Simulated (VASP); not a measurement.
Write the native input for VASP 6.6.1 that does the following.

```
Task                   : single point
Functional             : PBEsol
Potentials or basis    : VASP PAW PBE potentials, release 64 (Mg, O)
Cutoff                 : 520 eV
k mesh                 : 9 × 9 × 6
Occupations            : gaussian, width 0.05 eV
Spin                   : no spin polarisation
Dipole correction      : no
Further INCAR settings : ALGO = Normal; EDIFF = 1e-06; NBANDS = 16
```

The structure of MgO lies in POSCAR:

```
MgO
1.0
    3.3613000000      0.0000000000      0.0000000000
   -1.6806500000      2.9109711897      0.0000000000
    0.0000000000      0.0000000000      5.3206000000
Mg O
2 2
Direct
    0.3333333333      0.6666666667      0.0036583380
    0.6666666667      0.3333333333      0.5036583380
    0.3333333333      0.6666666667      0.4009416620
    0.6666666667      0.3333333333      0.9009416620
```

The input as run:

INCAR

```
  PREC = Accurate
  ENCUT = 520
  EDIFF = 1E-6
  ISMEAR = 0
  SIGMA = 0.05
  LREAL = False
  LASPH = True
  NELM = 60
  ALGO = Normal
  ISIF = 2
  LWAVE = False
  LCHARG = False
  GGA = PS
  NBANDS = 16
```

KPOINTS

```
regular mesh
0
Gamma
  9 9 6
```

Potentials or basis: VASP PAW PBE potentials, release 64 (Mg, O).

Run with:

```console
$ cat potpaw_PBE.64/Mg/POTCAR potpaw_PBE.64/O/POTCAR > POTCAR
$ mpirun -np 1 vasp_std > vasp.out
```

It gave:

```
Pressure               : -9.1 GPa
Largest force          : 0.288 eV/Å
Band gap on the k mesh : 2.93 eV, direct
```

Caveat: the PAW data sets were made with another functional, which shifts forces and pressure a little.

It took 15 s on 1 thread of Intel(R) Xeon(R) 6975P-C (Granite Rapids) (shared host), peak memory 0.2 GiB.
